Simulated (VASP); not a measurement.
# Ag (Fm-3m) in VASP: notebook, part 2 of 2

VASP 6.6.1.

## (3) Single point, PBE

Contents of INCAR:

```
SYSTEM = Ag
  ALGO = Normal
  EDIFF = 1E-7
  ENCUT = 520
  GGA = PE
  ISIF = 2
  ISMEAR = 1
  LASPH = .TRUE.
  LCHARG = .FALSE.
  LREAL = .FALSE.
  LWAVE = .FALSE.
  NBANDS = 12
  NELM = 60
  PREC = Accurate
  SIGMA = 1.0
```

Contents of KPOINTS:

```
k-points
0
G
  13 13 13
  0 0 0
```

Contents of POSCAR:

```
Ag
1.0
    0.0000000000      2.0734381516      2.0734381516
    2.0734381516      0.0000000000      2.0734381516
    2.0734381516      2.0734381516      0.0000000000
Ag
1
Direct
    0.0000000000      0.0000000000      0.0000000000
```

Potentials or basis: VASP PAW PBE potentials, release 64 (Ag).

Run with:

```sh
> cat potpaw_PBE.64/Ag/POTCAR > POTCAR
> mpirun -np 1 vasp_std > vasp.out
```

OUTCAR:

```text
SYSTEM = Ag
   EDIFF = 1E-7
   ENCUT = 520
   GGA = PE
   ISIF = 2
   ISMEAR = 1
   LASPH = .TRUE.
   LREAL = .FALSE.
   NELM = 60
   PREC = Accurate

 ion  position               nearest neighbor table
   1  0.000  0.000  0.000-

  LATTYP: Found a face centered cubic cell.
 ALAT       =     4.1468763032

  Lattice vectors:

 A1 = (   0.0000000000,   2.0734381516,   2.0734381516)
 A2 = (   2.0734381516,   0.0000000000,   2.0734381516)
 A3 = (   2.0734381516,   2.0734381516,   0.0000000000)

Analysis of symmetry for initial positions (statically):
=====================================================================
 Subroutine PRICEL returns:
 Original cell was already a primitive cell.

 Routine SETGRP: Setting up the symmetry group for a
 face centered cubic supercell.

 Subroutine GETGRP returns: Found 48 space group operations
[... 9 lines left out ...]

 Routine SETGRP: Setting up the symmetry group for a
 face centered cubic supercell.

 Subroutine GETGRP returns: Found 48 space group operations
[... 11 lines left out ...]
                                     Primitive cell

  volume of cell :      17.8280

  direct lattice vectors                    reciprocal lattice vectors
     0.000000000  2.073438152  2.073438152    -0.241145365  0.241145365  0.241145365
     2.073438152  0.000000000  2.073438152     0.241145365 -0.241145365  0.241145365
     2.073438152  2.073438152  0.000000000     0.241145365  0.241145365 -0.241145365

  length of vectors
     2.932284355  2.932284355  2.932284355     0.417676024  0.417676024  0.417676024

  position of ions in fractional coordinates (direct lattice)
     0.000000000  0.000000000  0.000000000

  ion indices of the primitive-cell ions
   primitive index   ion index
                 1           1

----------------------------------------------------------------------------------------

 KPOINTS: k-points

[... 91 lines left out ...]
   LORBIT       =      0    0 simple, 1 ext, 2 COOP (PROOUT), +10 PAW based schemes
   GGA     = PE    functional components
   LHFCALC =     F    Hartree Fock is set to
   AEXX    =    0.0000 exact exchange contribution
   IVDW    =     0    specifies the selected vdW correction
   LEPSILON=     F    determine dielectric tensor
   LRPA    =     F    only Hartree local field effects (RPA)
 non-spin polarized calculation
 Methfessel and Paxton  Order N= 1 SIGMA  =   1.00
  energy-cutoff  :      520.00
  volume of cell :       17.83
 maximum number of plane-waves:       531
 NGX is ok and might be reduce to    24
   NGX = 11   NGY = 11   NGZ = 11

 number of electron      11.0000000 magnetization

 Free energy of the ion-electron system (eV)
  ---------------------------------------------------
  ext. energy  EPLUGINS =         0.00000000
  ---------------------------------------------------
  free energy    TOTEN  =        -2.71865575 eV

  energy without entropy =       -2.71602434  energy(sigma->0) =       -2.71777861

 E-fermi :   7.8729     XC(G=0): -11.9453

 val. band max:        7.7670411188   @ k =   0.4615   0.2308   0.0000
 cond. band min:       7.9590526919   @ k =  -0.4615   0.0769   0.0000
 fundamental gap:      0.1920115731
 Fermi energy:         7.8729328684

 k-point     1 :       0.0000    0.0000    0.0000
  band No.  band energies     occupation
      1       0.3798      2.00000
      2       3.1759      2.00000
      3       3.1759      2.00000
      4       3.1759      2.00000
      5       4.1308      2.00000
      6       4.1308      2.00000
      7      23.7465     -0.00000
      8      27.0609     -0.00000
      9      27.0609     -0.00000
     10      27.0609     -0.00000
     11      31.7624      0.00000
     12      32.6261      0.00000
[... 331 lines left out ...]
 k-point    24 :       0.4615    0.1538    0.0000
  band No.  band energies     occupation
      1       2.0529      2.00000
      2       3.0014      2.00000
      3       3.5197      2.00000
      4       3.7556      2.00000
      5       4.8875      2.00020
      6       7.4781      1.61404
      7      13.2814     -0.00000
      8      21.7973     -0.00000
      9      22.8597     -0.00000
     10      24.0291     -0.00000
     11      32.1659      0.00000
     12      32.1802      0.00000

 [... further k-points ...]

------------------------ aborting loop because EDIFF is reached ----------------------------------------

  FORCE on cell =-STRESS in cart. coord.  units (eV):
  Direction    XX          YY          ZZ          XY          YZ          ZX
  --------------------------------------------------------------------------------------
  -------------------------------------------------------------------------------------
  Total       -0.0051806     -0.0051806     -0.0051806      0.0000000      0.0000000      0.0000000
  in kB       -0.4655711     -0.4655711     -0.4655711      0.0000000      0.0000000      0.0000000
  external PRESSURE =      -0.4655711 kB  Pullay stress =       0.0000000 kB

 VOLUME and BASIS-vectors are now :
 -----------------------------------------------------------------------------
  energy-cutoff  :      520.00
  volume of cell :       17.83
      direct lattice vectors                 reciprocal lattice vectors
     0.000000000  2.073438152  2.073438152    -0.241145365  0.241145365  0.241145365
     2.073438152  0.000000000  2.073438152     0.241145365 -0.241145365  0.241145365
     2.073438152  2.073438152  0.000000000     0.241145365  0.241145365 -0.241145365

 POSITION                                       TOTAL-FORCE (eV/Angst)
 -----------------------------------------------------------------------------------
      0.00000      0.00000      0.00000        -0.000000      0.000000      0.000000
 -----------------------------------------------------------------------------------
    total drift:                                0.000000      0.000000     -0.000000

  FREE ENERGIE OF THE ION-ELECTRON SYSTEM (eV)
  ---------------------------------------------------
  free  energy   TOTEN  =        -2.7186557522 eV

  energy  without entropy=       -2.7160243352  energy(sigma->0) =       -2.71777861
```

OSZICAR:

```text
N       E                     dE             d eps       ncg     rms          rms(c)
DAV:   1     0.509667194581E+02    0.50967E+02   -0.55147E+03  2040   0.826E+02
DAV:   2    -0.215537116971E+01   -0.53122E+02   -0.50596E+02  2336   0.191E+02
DAV:   3    -0.295698499281E+01   -0.80161E+00   -0.80126E+00  2428   0.249E+01
DAV:   4    -0.295955192646E+01   -0.25669E-02   -0.25668E-02  2284   0.146E+00
DAV:   5    -0.295957301596E+01   -0.21090E-04   -0.21088E-04  2440   0.118E-01    0.464E+00
DAV:   6    -0.272777536542E+01    0.23180E+00   -0.93859E-01  2200   0.860E+00    0.307E+00
DAV:   7    -0.272114041506E+01    0.66350E-02   -0.82389E-03  2312   0.864E-01    0.176E+00
DAV:   8    -0.271864322367E+01    0.24972E-02   -0.70171E-04  2304   0.205E-01    0.831E-02
DAV:   9    -0.271865053652E+01   -0.73128E-05   -0.82394E-06  2360   0.208E-02    0.257E-02
DAV:  10    -0.271865621532E+01   -0.56788E-05   -0.42122E-06  2324   0.195E-02    0.520E-03
DAV:  11    -0.271865580571E+01    0.40961E-06   -0.83162E-08  2064   0.237E-03    0.699E-04
DAV:  12    -0.271865575224E+01    0.53465E-07   -0.62811E-09  1244   0.664E-04
   1 F= -.27186558E+01 E0= -.27177786E+01  d E =-.263142E-02
```

stdout:

```text
POSCAR found type information on POSCAR Ag
 POSCAR found :  1 types and       1 ions
 scaLAPACK will be used
 LDA part: xc-table for (Slater+PW92), standard interpolation
 POSCAR, INCAR and KPOINTS ok, starting setup
 FFT: planning ... GRIDC
 FFT: planning ... GRID_SOFT
 FFT: planning ... GRID
 WAVECAR not read
 entering main loop
```

Wall time 18 s (1 thread of Intel Xeon 8259CL, shared host); peak memory 0.15 GiB.

What came out:

- Free energy: -2.7187 eV
- Pressure: 0.0 GPa

## (4) Single point, PBE

Contents of INCAR:

```
PREC     = Accurate       # precision mode
ENCUT    = 520            # plane-wave cutoff, eV
EDIFF    = 1E-6           # SCF threshold, eV
ISMEAR   = 1              # smearing method
SIGMA    = 0.6            # smearing width, eV
LREAL    = False          # projectors in reciprocal space
LASPH    = True           # aspherical terms in the spheres
NELM     = 60             # most SCF steps
ALGO     = Normal         # electronic algorithm
ISIF     = 2              # what is computed and relaxed
LWAVE    = False          # write WAVECAR
LCHARG   = False          # write CHGCAR
GGA      = PE             # functional
NBANDS   = 12             # bands
```

Contents of KPOINTS:

```
regular mesh
0
Gamma
  13 13 13
```

POSCAR is that of step 3.

Potentials or basis: VASP PAW PBE potentials, release 64 (Ag).

Run with:

```sh
> cat potpaw_PBE.64/Ag/POTCAR > POTCAR
> mpirun -np 1 vasp_std > vasp.out
```

OUTCAR:

```text
PREC = Accurate
   ENCUT = 520
   EDIFF = 1E-6
   ISMEAR = 1
   LREAL = False
   LASPH = True
   NELM = 60
   ISIF = 2
   GGA = PE

 ion  position               nearest neighbor table
   1  0.000  0.000  0.000-

  LATTYP: Found a face centered cubic cell.
 ALAT       =     4.1468763032

  Lattice vectors:

 A1 = (   0.0000000000,   2.0734381516,   2.0734381516)
 A2 = (   2.0734381516,   0.0000000000,   2.0734381516)
 A3 = (   2.0734381516,   2.0734381516,   0.0000000000)

Analysis of symmetry for initial positions (statically):
=====================================================================
 Subroutine PRICEL returns:
 Original cell was already a primitive cell.

 Routine SETGRP: Setting up the symmetry group for a
 face centered cubic supercell.

 Subroutine GETGRP returns: Found 48 space group operations
[... 9 lines left out ...]

 Routine SETGRP: Setting up the symmetry group for a
 face centered cubic supercell.

 Subroutine GETGRP returns: Found 48 space group operations
[... 11 lines left out ...]
                                     Primitive cell

  volume of cell :      17.8280

  direct lattice vectors                    reciprocal lattice vectors
     0.000000000  2.073438152  2.073438152    -0.241145365  0.241145365  0.241145365
     2.073438152  0.000000000  2.073438152     0.241145365 -0.241145365  0.241145365
     2.073438152  2.073438152  0.000000000     0.241145365  0.241145365 -0.241145365

  length of vectors
     2.932284355  2.932284355  2.932284355     0.417676024  0.417676024  0.417676024

  position of ions in fractional coordinates (direct lattice)
     0.000000000  0.000000000  0.000000000

  ion indices of the primitive-cell ions
   primitive index   ion index
                 1           1

----------------------------------------------------------------------------------------

 KPOINTS: regular mesh

Automatic generation of k-mesh.
 Grid dimensions read from file:
 generate k-points for:   13   13   13

 Generating k-lattice:

[... 87 lines left out ...]
   LHFCALC =     F    Hartree Fock is set to
   AEXX    =    0.0000 exact exchange contribution
   IVDW    =     0    specifies the selected vdW correction
   LEPSILON=     F    determine dielectric tensor
   LRPA    =     F    only Hartree local field effects (RPA)
 non-spin polarized calculation
 Methfessel and Paxton  Order N= 1 SIGMA  =   0.60
  energy-cutoff  :      520.00
  volume of cell :       17.83
 maximum number of plane-waves:       531
 NGX is ok and might be reduce to    24
   NGX = 11   NGY = 11   NGZ = 11

 number of electron      11.0000000 magnetization

 Free energy of the ion-electron system (eV)
  ---------------------------------------------------
  ext. energy  EPLUGINS =         0.00000000
  ---------------------------------------------------
  free energy    TOTEN  =        -2.71762791 eV

  energy without entropy =       -2.71516039  energy(sigma->0) =       -2.71680540

 E-fermi :   7.9336     XC(G=0): -11.9458

 val. band max:        7.7659505015   @ k =   0.4615   0.2308   0.0000
 cond. band min:       7.9586954097   @ k =  -0.4615   0.0769   0.0000
 fundamental gap:      0.1927449082
 Fermi energy:         7.9336236560

 k-point     1 :       0.0000    0.0000    0.0000
  band No.  band energies     occupation
      1       0.3797      2.00000
      2       3.1735      2.00000
      3       3.1735      2.00000
      4       3.1735      2.00000
      5       4.1281      2.00000
      6       4.1281      2.00000
      7      23.7464      0.00000
      8      27.0608      0.00000
      9      27.0608      0.00000
     10      27.0608      0.00000
     11      31.7631      0.00000
     12      32.6251      0.00000
[... 331 lines left out ...]
 k-point    24 :       0.4615    0.1538    0.0000
  band No.  band energies     occupation
      1       2.0511      2.00000
      2       2.9991      2.00000
      3       3.5172      2.00000
      4       3.7535      2.00000
      5       4.8847      2.00000
      6       7.4771      1.95872
      7      13.2805     -0.00000
      8      21.7969      0.00000
      9      22.8592      0.00000
     10      24.0287      0.00000
     11      32.1654      0.00000
     12      32.1797      0.00000

 [... further k-points ...]

------------------------ aborting loop because EDIFF is reached ----------------------------------------

  FORCE on cell =-STRESS in cart. coord.  units (eV):
  Direction    XX          YY          ZZ          XY          YZ          ZX
  --------------------------------------------------------------------------------------
  -------------------------------------------------------------------------------------
  Total       -0.0118790     -0.0118790     -0.0118790      0.0000000      0.0000000     -0.0000000
  in kB       -1.0675444     -1.0675444     -1.0675444      0.0000000      0.0000000     -0.0000000
  external PRESSURE =      -1.0675444 kB  Pullay stress =       0.0000000 kB

 VOLUME and BASIS-vectors are now :
 -----------------------------------------------------------------------------
  energy-cutoff  :      520.00
  volume of cell :       17.83
      direct lattice vectors                 reciprocal lattice vectors
     0.000000000  2.073438152  2.073438152    -0.241145365  0.241145365  0.241145365
     2.073438152  0.000000000  2.073438152     0.241145365 -0.241145365  0.241145365
     2.073438152  2.073438152  0.000000000     0.241145365  0.241145365 -0.241145365

 POSITION                                       TOTAL-FORCE (eV/Angst)
 -----------------------------------------------------------------------------------
      0.00000      0.00000      0.00000         0.000000      0.000000      0.000000
 -----------------------------------------------------------------------------------
    total drift:                               -0.000000      0.000000     -0.000000

  FREE ENERGIE OF THE ION-ELECTRON SYSTEM (eV)
  ---------------------------------------------------
  free  energy   TOTEN  =        -2.7176279078 eV

  energy  without entropy=       -2.7151603942  energy(sigma->0) =       -2.71680540
```

It took 17 s on 1 thread of Intel Xeon 8259CL, shared host; peak memory 0.15 GiB.

Results:

- Free energy: -2.7176 eV
- Pressure: -0.1 GPa

## (5) Single point, PBE

Contents of INCAR:

```
  PREC = Accurate
  ENCUT = 520
  EDIFF = 1E-6
  ISMEAR = 1
  SIGMA = 1.0
  LREAL = False
  LASPH = True
  NELM = 80
  ALGO = Normal
  ISIF = 2
  LWAVE = False
  LCHARG = False
  GGA = PE
  NBANDS = 12
```

Contents of KPOINTS:

```
Automatic mesh
0
Gamma
  13 13 13
```

POSCAR is that of step 4.

Potentials or basis: VASP PAW PBE potentials, release 64 (Ag).

Run with:

```sh
> cat potpaw_PBE.64/Ag/POTCAR > POTCAR
> mpirun -np 1 vasp_std > vasp.out
```

OUTCAR:

```text
PREC = Accurate
   ENCUT = 520
   EDIFF = 1E-6
   ISMEAR = 1
   LREAL = False
   LASPH = True
   NELM = 80
   ISIF = 2
   GGA = PE

 ion  position               nearest neighbor table
   1  0.000  0.000  0.000-

  LATTYP: Found a face centered cubic cell.
 ALAT       =     4.1468763032

  Lattice vectors:

 A1 = (   0.0000000000,   2.0734381516,   2.0734381516)
 A2 = (   2.0734381516,   0.0000000000,   2.0734381516)
 A3 = (   2.0734381516,   2.0734381516,   0.0000000000)

Analysis of symmetry for initial positions (statically):
=====================================================================
 Subroutine PRICEL returns:
 Original cell was already a primitive cell.

 Routine SETGRP: Setting up the symmetry group for a
 face centered cubic supercell.

 Subroutine GETGRP returns: Found 48 space group operations
[... 9 lines left out ...]

 Routine SETGRP: Setting up the symmetry group for a
 face centered cubic supercell.

 Subroutine GETGRP returns: Found 48 space group operations
[... 11 lines left out ...]
                                     Primitive cell

  volume of cell :      17.8280

  direct lattice vectors                    reciprocal lattice vectors
[... 145 lines left out ...]
      3       3.1759      2.00000
      4       3.1759      2.00000
      5       4.1307      2.00000
      6       4.1307      2.00000
      7      23.7466     -0.00000
      8      27.0610     -0.00000
      9      27.0610     -0.00000
     10      27.0610     -0.00000
     11      31.7625      0.00000
     12      32.6260      0.00000
[... 331 lines left out ...]
 k-point    24 :       0.4615    0.1538    0.0000
  band No.  band energies     occupation
      1       2.0529      2.00000
      2       3.0014      2.00000
      3       3.5197      2.00000
      4       3.7556      2.00000
      5       4.8875      2.00020
      6       7.4781      1.61404
      7      13.2814     -0.00000
      8      21.7973     -0.00000
      9      22.8597     -0.00000
     10      24.0291     -0.00000
     11      32.1659      0.00000
     12      32.1802      0.00000

 [... further k-points ...]

------------------------ aborting loop because EDIFF is reached ----------------------------------------

  FORCE on cell =-STRESS in cart. coord.  units (eV):
  Direction    XX          YY          ZZ          XY          YZ          ZX
  --------------------------------------------------------------------------------------
  -------------------------------------------------------------------------------------
  Total       -0.0056139     -0.0056139     -0.0056139      0.0000000      0.0000000     -0.0000000
  in kB       -0.5045102     -0.5045102     -0.5045102      0.0000000      0.0000000     -0.0000000
  external PRESSURE =      -0.5045102 kB  Pullay stress =       0.0000000 kB

 VOLUME and BASIS-vectors are now :
 -----------------------------------------------------------------------------
  energy-cutoff  :      520.00
  volume of cell :       17.83
      direct lattice vectors                 reciprocal lattice vectors
     0.000000000  2.073438152  2.073438152    -0.241145365  0.241145365  0.241145365
     2.073438152  0.000000000  2.073438152     0.241145365 -0.241145365  0.241145365
     2.073438152  2.073438152  0.000000000     0.241145365  0.241145365 -0.241145365

 POSITION                                       TOTAL-FORCE (eV/Angst)
 -----------------------------------------------------------------------------------
      0.00000      0.00000      0.00000         0.000000      0.000000      0.000000
 -----------------------------------------------------------------------------------
    total drift:                                0.000000      0.000000     -0.000000

  FREE ENERGIE OF THE ION-ELECTRON SYSTEM (eV)
  ---------------------------------------------------
  free  energy   TOTEN  =        -2.7186558056 eV

  energy  without entropy=       -2.7160243120  energy(sigma->0) =       -2.71777864
```

stdout:

```text
POSCAR found type information on POSCAR Ag
 POSCAR found :  1 types and       1 ions
 scaLAPACK will be used
 LDA part: xc-table for (Slater+PW92), standard interpolation
 POSCAR, INCAR and KPOINTS ok, starting setup
 FFT: planning ... GRIDC
 FFT: planning ... GRID_SOFT
 FFT: planning ... GRID
 WAVECAR not read
 entering main loop
```

It took 17 s on 1 thread of Intel Xeon 8259CL, shared host; peak memory 0.15 GiB.

What came out:

```yaml
Free_energy: -2.7187 eV
Pressure: -0.1 GPa
```
